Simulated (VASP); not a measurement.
# SiO2 (I4/mmm) in VASP: a series of runs

Runs on SiO2. Level: r2SCAN. Tasks: single point.

Program: VASP 6.6.1. These are calculated values, not measurements. Logs are shortened: lines on timing, memory, paths and dates and some standing lists are left out, and cuts for length are marked.

### 1 The cell of the first run

It takes space group I4/mmm (No. 139, tetragonal). The conventional cell has a = 8.939 Å, b = 8.939 Å, c = 5.231 Å, α = 90.00°, β = 90.00°, γ = 90.00°. Within 2.1 Å of Si (site symmetry m2m) lie 4 O at 1.60 to 1.61 Å. Within 2.1 Å of O (site symmetry 2/m) lie 2 Si at 1.60 Å. Within 2.1 Å of O (site symmetry m2m) lie 2 Si at 1.61 Å.

### 2 Single point, r2SCAN

File POSCAR:

```
SiO2
1.0
   -4.4693744134      4.4693744134      2.6157361016
    4.4693744134     -4.4693744134      2.6157361016
    4.4693744134      4.4693744134     -2.6157361016
Si O
4 8
Direct
    0.1769634090      0.1769634090      0.3539268180
    0.8230365910      0.1769634090      0.0000000000
    0.1769634090      0.8230365910      0.0000000000
    0.8230365910      0.8230365910      0.6460731820
    0.5000000000      0.5000000000      0.5000000000
    0.0000000000      0.5000000000      0.0000000000
    0.5000000000      0.0000000000      0.0000000000
    0.0000000000      0.0000000000      0.5000000000
    0.0000000000      0.2088403746      0.2088403746
    0.7911596254      0.0000000000      0.7911596254
    0.2088403746      0.0000000000      0.2088403746
    0.0000000000      0.7911596254      0.7911596254
```

File INCAR.step1:

```
SYSTEM = SiO2
ALGO = Normal
EDIFF = 1E-4
ENCUT = 520
GGA = PE
ISMEAR = 0
LASPH = .TRUE.
LCHARG = .FALSE.
LREAL = .FALSE.
LWAVE = .TRUE.
NBANDS = 44
NELM = 100
PREC = Accurate
SIGMA = 0.05
```

File INCAR.step2:

```
SYSTEM = SiO2
ALGO = Normal
EDIFF = 1E-6
ENCUT = 520
ISIF = 2
ISMEAR = 0
ISTART = 1
LASPH = .TRUE.
LCHARG = .FALSE.
LMIXTAU = .TRUE.
LREAL = .FALSE.
LWAVE = .FALSE.
METAGGA = R2SCAN
NBANDS = 44
NELM = 100
PREC = Accurate
SIGMA = 0.05
```

File KPOINTS:

```
k-points
0
G
  6 6 6
  0 0 0
```

Potentials or basis: VASP PAW PBE potentials, release 64 (Si, O).

Launch:

```sh
$ cat potpaw_PBE.64/Si/POTCAR potpaw_PBE.64/O/POTCAR > POTCAR
$ cp INCAR.step1 INCAR
$ mpirun -np 1 vasp_std > vasp.out
$ cp INCAR.step2 INCAR
$ mpirun -np 1 vasp_std > vasp.out
```

OUTCAR:

```text
SYSTEM = SiO2
   EDIFF = 1E-6
   ENCUT = 520
   ISIF = 2
   ISMEAR = 0
   ISTART = 1
   LASPH = .TRUE.
   LREAL = .FALSE.
   METAGGA = R2SCAN
   NELM = 100
   PREC = Accurate

 ion  position               nearest neighbor table
   1  0.177  0.177  0.354-   5 1.60   8 1.60   9 1.61  11 1.61
   2  0.823  0.177  0.000-   6 1.60   7 1.60   9 1.61  10 1.61
   3  0.177  0.823  0.000-   6 1.60   7 1.60  11 1.61  12 1.61
   4  0.823  0.823  0.646-   5 1.60   8 1.60  10 1.61  12 1.61
   5  0.500  0.500  0.500-   1 1.60   4 1.60
   6  0.000  0.500  0.000-   2 1.60   3 1.60
   7  0.500  0.000  0.000-   2 1.60   3 1.60
   8  0.000  0.000  0.500-   1 1.60   4 1.60
   9  0.000  0.209  0.209-   1 1.61   2 1.61
  10  0.791  0.000  0.791-   4 1.61   2 1.61
  11  0.209  0.000  0.209-   1 1.61   3 1.61
  12  0.000  0.791  0.791-   4 1.61   3 1.61

  LATTYP: Found a body centered tetragonal cell.
 ALAT       =     8.9387488268
 C/A-ratio  =     0.5852577698

  Lattice vectors:

 A1 = (  -4.4693744134,   4.4693744134,   2.6157361016)
 A2 = (   4.4693744134,  -4.4693744134,   2.6157361016)
 A3 = (   4.4693744134,   4.4693744134,  -2.6157361016)

Analysis of symmetry for initial positions (statically):
=====================================================================
 Subroutine PRICEL returns:
 Original cell was already a primitive cell.

 Routine SETGRP: Setting up the symmetry group for a
 body centered tetragonal supercell.

 Subroutine GETGRP returns: Found 16 space group operations
 (whereof 16 operations were pure point group operations)
 out of a pool of 16 trial point group operations.

The static configuration has the point symmetry D_4h.

Analysis of symmetry for dynamics (positions and initial velocities):
=====================================================================
 Subroutine PRICEL returns:
 Original cell was already a primitive cell.

 Routine SETGRP: Setting up the symmetry group for a
 body centered tetragonal supercell.

 Subroutine GETGRP returns: Found 16 space group operations
 (whereof 16 operations were pure point group operations)
 out of a pool of 16 trial point group operations.

The dynamic configuration has the point symmetry D_4h.

 Subroutine INISYM returns: Found 16 space group operations
 (whereof 16 operations are pure point group operations),
 and found     1 'primitive' translations

----------------------------------------------------------------------------------------

                                     Primitive cell

  volume of cell :     209.0005

  direct lattice vectors                    reciprocal lattice vectors
    -4.469374413  4.469374413  2.615736102     0.000000000  0.111872480  0.191150781
     4.469374413 -4.469374413  2.615736102     0.111872480  0.000000000  0.191150781
     4.469374413  4.469374413 -2.615736102     0.111872480  0.111872480  0.000000000

  length of vectors
     6.840518303  6.840518303  6.840518303     0.221481541  0.221481541  0.158211579

  position of ions in fractional coordinates (direct lattice)
     0.176963409  0.176963409  0.353926818
     0.823036591  0.176963409  0.000000000
     0.176963409  0.823036591  0.000000000
     0.823036591  0.823036591  0.646073182
     0.500000000  0.500000000  0.500000000
     0.000000000  0.500000000  0.000000000
     0.500000000  0.000000000  0.000000000
     0.000000000  0.000000000  0.500000000
     0.000000000  0.208840375  0.208840375
     0.791159625  0.000000000  0.791159625
     0.208840375  0.000000000  0.208840375
     0.000000000  0.791159625  0.791159625

  ion indices of the primitive-cell ions
   primitive index   ion index
                 1           1
                 2           2
                 3           3
                 4           4
                 5           5
                 6           6
                 7           7
                 8           8
                 9           9
                10          10
                11          11
                12          12

----------------------------------------------------------------------------------------

 KPOINTS: k-points

Automatic generation of k-mesh.
 Grid dimensions read from file:
 generate k-points for:    6    6    6

 Generating k-lattice:

  Cartesian coordinates                     Fractional coordinates (reciprocal lattice)
     0.000000000  0.018645413  0.031858464     0.166666667  0.000000000  0.000000000
     0.018645413  0.000000000  0.031858464     0.000000000  0.166666667  0.000000000
     0.018645413  0.018645413  0.000000000     0.000000000  0.000000000  0.166666667

  Length of vectors
     0.036913590  0.036913590  0.026368596

  Shift w.r.t. Gamma in fractional coordinates (k-lattice)
     0.000000000  0.000000000  0.000000000

 Subroutine IBZKPT returns following result:
 ===========================================

 Found     30 irreducible k-points:

 Following reciprocal coordinates:
            Coordinates               Weight
[... 50 lines left out ...]
   IVDW    =     0    specifies the selected vdW correction
   LEPSILON=     F    determine dielectric tensor
   LRPA    =     F    only Hartree local field effects (RPA)
 non-spin polarized calculation
 Gauss-broadening in eV      SIGMA  =   0.05
  energy-cutoff  :      520.00
  volume of cell :      209.00
 maximum number of plane-waves:      5649
 NGX is ok and might be reduce to    54
   NGX = 25   NGY = 25   NGZ = 25

 number of electron      64.0000008 magnetization

 Free energy of the ion-electron system (eV)
  ---------------------------------------------------
  ext. energy  EPLUGINS =         0.00000000
  ---------------------------------------------------
  free energy    TOTEN  =      -119.02346083 eV

  energy without entropy =     -119.02346083  energy(sigma->0) =     -119.02346083

 E-fermi :  -1.1938     XC(G=0):  -7.6263

 val. band max:       -1.4892647871   @ k =   0.5000   0.5000   0.5000
 cond. band min:       4.5780364381   @ k =   0.0000   0.0000   0.0000
 fundamental gap:      6.0673012252
 Fermi energy:        -1.1937826150

 k-point     1 :       0.0000    0.0000    0.0000
  band No.  band energies     occupation
      1     -21.9609      2.00000
      2     -21.0883      2.00000
      3     -20.5700      2.00000
      4     -20.5700      2.00000
      5     -19.9844      2.00000
      6     -19.9509      2.00000
[... 36 lines left out ...]
     43      10.4777      0.00000
     44      10.7707      0.00000

 k-point     2 :       0.1667    0.0000    0.0000
  band No.  band energies     occupation
      1     -21.8928      2.00000
      2     -21.0878      2.00000
      3     -20.6675      2.00000
      4     -20.5679      2.00000
      5     -19.9829      2.00000
      6     -19.9559      2.00000
[... 36 lines left out ...]
     43      10.1432      0.00000
     44      10.5532      0.00000

 k-point     3 :       0.3333    0.0000    0.0000
  band No.  band energies     occupation
      1     -21.7121      2.00000
      2     -21.0840      2.00000
      3     -20.9071      2.00000
      4     -20.5708      2.00000
      5     -19.9823      2.00000
      6     -19.9614      2.00000
[... 36 lines left out ...]
     43      10.1983      0.00000
     44      10.5048      0.00000

 k-point     4 :       0.5000    0.0000   -0.0000
  band No.  band energies     occupation
      1     -21.5634      2.00000
      2     -21.0852      2.00000
      3     -21.0806      2.00000
      4     -20.5758      2.00000
      5     -19.9835      2.00000
      6     -19.9615      2.00000
[... 882 lines left out ...]
     43      10.1104      0.00000
     44      10.8463      0.00000

 k-point    23 :      -0.3333   -0.3333    0.1667
  band No.  band energies     occupation
      1     -21.4846      2.00000
      2     -21.3166      2.00000
      3     -21.1462      2.00000
      4     -20.3169      2.00000
      5     -19.9795      2.00000
      6     -19.9603      2.00000
[... 36 lines left out ...]
     43      10.1656      0.00000
     44      10.7179      0.00000

 k-point    24 :      -0.1667   -0.3333    0.1667
  band No.  band energies     occupation
      1     -21.5644      2.00000
      2     -21.0833      2.00000
      3     -21.0822      2.00000
      4     -20.5721      2.00000
      5     -19.9868      2.00000
      6     -19.9592      2.00000
[... 36 lines left out ...]
     43      10.5354      0.00000
     44      10.7470      0.00000

 [... further k-points ...]
[... 5 lines left out ...]
  --------------------------------------------------------------------------------------
  -------------------------------------------------------------------------------------
  Total        0.1499393      0.1499393      0.1065290      0.0000000      0.0000000      0.0000000
  in kB        1.1494197      1.1494197      0.8166406      0.0000000      0.0000000      0.0000000
  external PRESSURE =       1.0384934 kB  Pullay stress =       0.0000000 kB

 VOLUME and BASIS-vectors are now :
 -----------------------------------------------------------------------------
  energy-cutoff  :      520.00
  volume of cell :      209.00
      direct lattice vectors                 reciprocal lattice vectors
    -4.469374413  4.469374413  2.615736102     0.000000000  0.111872480  0.191150781
     4.469374413 -4.469374413  2.615736102     0.111872480  0.000000000  0.191150781
     4.469374413  4.469374413 -2.615736102     0.111872480  0.111872480  0.000000000

 POSITION                                       TOTAL-FORCE (eV/Angst)
 -----------------------------------------------------------------------------------
      1.58183      1.58183      0.00000         0.023162      0.023162      0.000000
     -2.88754      2.88754      2.61574         0.023162     -0.023162      0.000000
      2.88754     -2.88754      2.61574        -0.023162      0.023162      0.000000
      2.88754      2.88754      2.61574        -0.023162     -0.023162     -0.000000
      2.23469      2.23469      1.30787        -0.000000     -0.000000      0.000000
      2.23469     -2.23469      1.30787        -0.000000      0.000000      0.000000
     -2.23469      2.23469      1.30787        -0.000000     -0.000000      0.000000
      2.23469      2.23469     -1.30787        -0.000000     -0.000000      0.000000
      1.86677      0.00000      0.00000        -0.010542      0.000000     -0.000000
      0.00000      7.07198      0.00000        -0.000000      0.010542      0.000000
      0.00000      1.86677      0.00000        -0.000000     -0.010542     -0.000000
      7.07198      0.00000      0.00000         0.010542      0.000000      0.000000
 -----------------------------------------------------------------------------------
    total drift:                               -0.000000     -0.000000      0.000000

  FREE ENERGIE OF THE ION-ELECTRON SYSTEM (eV)
  ---------------------------------------------------
  free  energy   TOTEN  =      -119.0234608292 eV

  energy  without entropy=     -119.0234608292  energy(sigma->0) =     -119.02346083
```

Run time: 32 min. Hardware: 1 thread of Oxide Virtual Turin-like, shared host; peak memory 0.48 GiB.

What came out:

- Free energy: -119.0235 eV
- Pressure: 0.1 GPa
- Largest force: 0.033 eV/Å
- Band gap on the k mesh: 6.07 eV

Forces in eV/Å, atoms in the order of the input:
```
Si   0.023  0.023  0.000
Si   0.023 -0.023  0.000
Si  -0.023  0.023  0.000
Si  -0.023 -0.023  0.000
O    0.000  0.000  0.000
O    0.000  0.000  0.000
O    0.000  0.000  0.000
O    0.000  0.000  0.000
O   -0.011  0.000  0.000
O    0.000  0.011  0.000
O    0.000 -0.011  0.000
O    0.011  0.000  0.000
```

Caveat: the PAW data sets were made with another functional, which shifts forces and pressure a little. A k mesh can miss the band edges.

### 3 Single point, r2SCAN

File POSCAR:

```
SiO2
1.0
   -4.4720405200      4.4720405200      2.6117703500
    4.4720405200     -4.4720405200      2.6117703500
    4.4720405200      4.4720405200     -2.6117703500
Si O
4 8
Direct
    0.1768885800      0.1768885800      0.3537771600
    0.8231114200      0.1768885800      0.0000000000
    0.1768885800      0.8231114200      0.0000000000
    0.8231114200      0.8231114200      0.6462228400
    0.5000000000      0.5000000000      0.5000000000
    0.0000000000      0.5000000000      0.0000000000
    0.5000000000      0.0000000000      0.0000000000
    0.0000000000      0.0000000000      0.5000000000
    0.0000000000      0.2085486600      0.2085486600
    0.7914513400      0.0000000000      0.7914513400
    0.2085486600      0.0000000000      0.2085486600
    0.0000000000      0.7914513400      0.7914513400
```

File INCAR.step1:

```
PREC = Accurate ; ENCUT = 520
ISMEAR = 0 ; SIGMA = 0.02
LREAL = F ; LASPH = T
NELM = 100 ; NBANDS = 44
GGA = PE ; ALGO = Normal
EDIFF = 1E-4 ; LWAVE = T
LCHARG = F
```

File INCAR.step2:

```
PREC = Accurate ; ENCUT = 520
EDIFF = 1E-6 ; ISMEAR = 0
SIGMA = 0.02 ; LREAL = F
LASPH = T ; NELM = 100
ALGO = Normal ; ISIF = 2
LWAVE = F ; LCHARG = F
METAGGA = R2SCAN ; LMIXTAU = T
NBANDS = 44 ; ISTART = 1
```

File KPOINTS:

```
regular mesh
0
Gamma
  6 6 6
```

Potentials or basis: VASP PAW PBE potentials, release 64 (Si, O).

Launch:

```sh
$ cat potpaw_PBE.64/Si/POTCAR potpaw_PBE.64/O/POTCAR > POTCAR
$ cp INCAR.step1 INCAR
$ mpirun -np 1 vasp_std > vasp.out
$ cp INCAR.step2 INCAR
$ mpirun -np 1 vasp_std > vasp.out
```

Wall time 40 min (1 thread of Oxide Virtual Turin-like, shared host); peak memory 0.49 GiB.

The run converged. Its results:

```
Free energy            : -119.0231 eV
Pressure               : 0.2 GPa
Largest force          : 0.007 eV/Å
Band gap on the k mesh : 6.07 eV (least direct gap 6.08 eV)
```

Forces in eV/Å, atoms in the order of the input:
```
Si   0.005  0.005  0.000
Si   0.005 -0.005  0.000
Si  -0.005  0.005  0.000
Si  -0.005 -0.005  0.000
O    0.000  0.000  0.000
O    0.000  0.000  0.000
O    0.000  0.000  0.000
O    0.000  0.000  0.000
O    0.006  0.000  0.000
O    0.000 -0.006  0.000
O    0.000  0.006  0.000
O   -0.006  0.000  0.000
```

Stress tensor (GPa, compression positive):
```
0.13 0.00 0.00
0.00 0.13 0.00
0.00 0.00 0.36
```

Levels at points of the mesh, in eV from the valence-band top:
| k point | band 28 | band 29 | band 30 | band 31 | band 32 | band 33 | band 34 | band 35 | band 36 | band 37 |
| --- | --- | --- | --- | --- | --- | --- | --- | --- | --- | --- |
| (0.00, 0.00, 0.00) | -1.39 | -0.82 | -0.67 | -0.01 | -0.01 | 6.07 | 8.98 | 9.57 | 9.87 | 10.03 |
| (0.50, 0.00, 0.00) | -1.15 | -1.12 | -0.78 | -0.59 | -0.25 | 8.27 | 8.43 | 9.31 | 9.94 | 10.05 |
| (0.50, 0.50, 0.00) | -0.76 | -0.46 | -0.38 | -0.37 | -0.24 | 7.19 | 7.62 | 9.55 | 9.86 | 10.52 |
| (0.50, 0.50, 0.50) | -1.02 | -1.02 | -0.17 | 0.00 | 0.00 | 8.11 | 8.46 | 8.46 | 8.65 | 9.61 |

Caveat: the PAW data sets were made with another functional, which shifts forces and pressure a little. A k mesh can miss the band edges.

### 4 Single point, r2SCAN

File POSCAR:

```
SiO2
1.0
   -4.4693744073      4.4693744073      2.6157361038
    4.4693744073     -4.4693744073      2.6157361038
    4.4693744073      4.4693744073     -2.6157361038
Si O
4 8
Direct
    0.1769634095      0.1769634095      0.3539268190
    0.8230365905      0.1769634095      0.0000000000
    0.1769634095      0.8230365905      0.0000000000
    0.8230365905      0.8230365905      0.6460731810
    0.5000000000      0.5000000000      0.5000000000
    0.0000000000      0.5000000000      0.0000000000
    0.5000000000      0.0000000000      0.0000000000
    0.0000000000      0.0000000000      0.5000000000
    0.0000000000      0.2088403757      0.2088403757
    0.7911596243      0.0000000000      0.7911596243
    0.2088403757      0.0000000000      0.2088403757
    0.0000000000      0.7911596243      0.7911596243
```

File INCAR.step1:

```
SYSTEM = SiO2
PREC = Accurate
ENCUT = 520
ISMEAR = 0
SIGMA = 0.02
LREAL = .FALSE.
LASPH = .TRUE.
NELM = 60
NBANDS = 44
GGA = PE
ALGO = Normal
EDIFF = 1E-4
LWAVE = .TRUE.
LCHARG = .FALSE.
```

File INCAR.step2:

```
SYSTEM = SiO2
PREC = Accurate
ENCUT = 520
EDIFF = 1E-6
ISMEAR = 0
SIGMA = 0.02
LREAL = .FALSE.
LASPH = .TRUE.
NELM = 60
ALGO = Normal
ISIF = 2
LWAVE = .FALSE.
LCHARG = .FALSE.
METAGGA = R2SCAN
LMIXTAU = .TRUE.
NBANDS = 44
ISTART = 1
```

File KPOINTS:

```
regular mesh
0
G
  6 6 6
  0 0 0
```

Launch:

```sh
$ cat potpaw_PBE.64/Si/POTCAR potpaw_PBE.64/O/POTCAR > POTCAR
$ cp INCAR.step1 INCAR
$ mpirun -np 1 vasp_std > vasp.out
$ cp INCAR.step2 INCAR
$ mpirun -np 1 vasp_std > vasp.out
```

Wall time 38 min (1 thread of Oxide Virtual Turin-like, shared host); peak memory 0.49 GiB.

It converged, with:

```yaml
Free_energy: -119.0235 eV
Pressure: 0.1 GPa
Largest_force: 0.033 eV/Å
Band_gap_on_the_k_mesh: 6.07 eV
```

Forces on the atoms (eV/Å):
```
Si   0.023  0.023  0.000
Si   0.023 -0.023  0.000
Si  -0.023  0.023  0.000
Si  -0.023 -0.023  0.000
O    0.000  0.000  0.000
O    0.000  0.000  0.000
O    0.000  0.000  0.000
O    0.000  0.000  0.000
O   -0.011  0.000  0.000
O    0.000  0.011  0.000
O    0.000 -0.011  0.000
O    0.011  0.000  0.000
```

Levels at points of the mesh, in eV from the valence-band top:
| k point | band 28 | band 29 | band 30 | band 31 | band 32 | band 33 | band 34 | band 35 | band 36 | band 37 |
| --- | --- | --- | --- | --- | --- | --- | --- | --- | --- | --- |
| (0.00, 0.00, 0.00) | -1.39 | -0.83 | -0.68 | -0.02 | 0.00 | 6.07 | 8.98 | 9.55 | 9.86 | 10.03 |
| (0.50, 0.00, 0.00) | -1.15 | -1.11 | -0.78 | -0.59 | -0.25 | 8.27 | 8.43 | 9.31 | 9.94 | 10.04 |
| (0.50, 0.50, 0.00) | -0.75 | -0.46 | -0.38 | -0.38 | -0.24 | 7.19 | 7.62 | 9.53 | 9.85 | 10.50 |
| (0.50, 0.50, 0.50) | -1.02 | -1.02 | -0.18 | 0.00 | 0.00 | 8.12 | 8.46 | 8.46 | 8.66 | 9.60 |

Caveat: the PAW data sets were made with another functional, which shifts forces and pressure a little. A k mesh can miss the band edges.

### 5 Overview

| cell | smearing | gap on the mesh (eV) | pressure (GPa) | largest force (eV/Å) |
| --- | --- | --- | --- | --- |
| a = 6.841 Å, angles 98.4, 98.4, 135.0°, 12 atoms, atomic positions A | gaussian 0.05 eV | 6.07 | 0.1 | 0.03 |
| a = 6.842 Å, angles 98.4, 98.4, 135.1°, 12 atoms, atomic positions B | gaussian 0.02 eV | 6.07 | 0.2 | 0.01 |
| a = 6.841 Å, angles 98.4, 98.4, 135.0°, 12 atoms, atomic positions A | gaussian 0.02 eV | 6.07 | 0.1 | 0.03 |

Alike in all rows: task single point; level r2SCAN; potentials or basis VASP PAW PBE potentials, release 64 (Si, O); no spin polarisation; k mesh 6 × 6 × 6; cutoff (eV) 520.

Caveats: the PAW data sets were made with another functional, which shifts forces and pressure a little.

Total energies depend on the potentials used, so only differences within one code and one set of settings carry meaning.
